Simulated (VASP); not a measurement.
**TiO2: single point with PBE**

TiO2:

```
Ti O
1.0
    -1.89210    1.89210    4.75730
     1.89210   -1.89210    4.75730
     1.89210    1.89210   -4.75730
Ti O
2 4
Direct
  0.00000 0.00000 0.00000
  0.75000 0.25000 0.50000
  0.20810 0.20810 0.00000
  0.95810 0.45810 0.50000
  0.54190 0.04190 0.50000
  0.79190 0.79190 0.00000
```

- Program: VASP 6.6.1
- Task: single point
- Functional: PBE
- Potentials or basis: VASP PAW PBE potentials, release 64 (Ti_sv, O)
- Cutoff: 520 eV
- k mesh: 6 × 6 × 6
- Occupations: gaussian, width 0.01 eV
- Spin: no spin polarisation
- Dipole correction: no
- Further INCAR settings: ALGO = Normal; EDIFF = 1e-06; NBANDS = 33

| Item | Value |
| --- | --- |
| Pressure | 5.9 GPa |
| Largest force | 0.124 eV/Å |
| Band gap on the k mesh | 2.14 eV (least direct gap 2.45 eV) |

Forces in eV/Å, atoms in the order of the input:
```
Ti   0.000  0.000  0.000
Ti   0.000  0.000  0.000
O    0.000  0.000  0.124
O    0.000  0.000  0.124
O    0.000  0.000 -0.124
O    0.000  0.000 -0.124
```

Stress tensor (GPa, compression positive):
```
5.43 0.00 0.00
0.00 5.43 0.00
0.00 0.00 6.81
```

Levels at points of the mesh, in eV from the valence-band top:
```csv
k point,band 22,band 23,band 24,band 25,band 26,band 27
"(0.00, 0.00, 0.00)",-0.72,-0.43,-0.43,2.14,2.88,4.02
"(0.50, 0.00, 0.00)",-0.91,-0.80,-0.60,3.27,3.58,3.59
"(0.50, 0.50, 0.00)",-2.02,0.00,0.00,3.38,3.38,3.85
"(0.50, 0.50, 0.50)",-1.22,-0.08,-0.08,2.50,2.50,3.80
```

It took 3.7 min on 1 thread of Intel Xeon 8259CL, on a shared host, peak memory 0.28 GiB.

Caveat: the cell stands under pressure. A k mesh can miss the band edges.
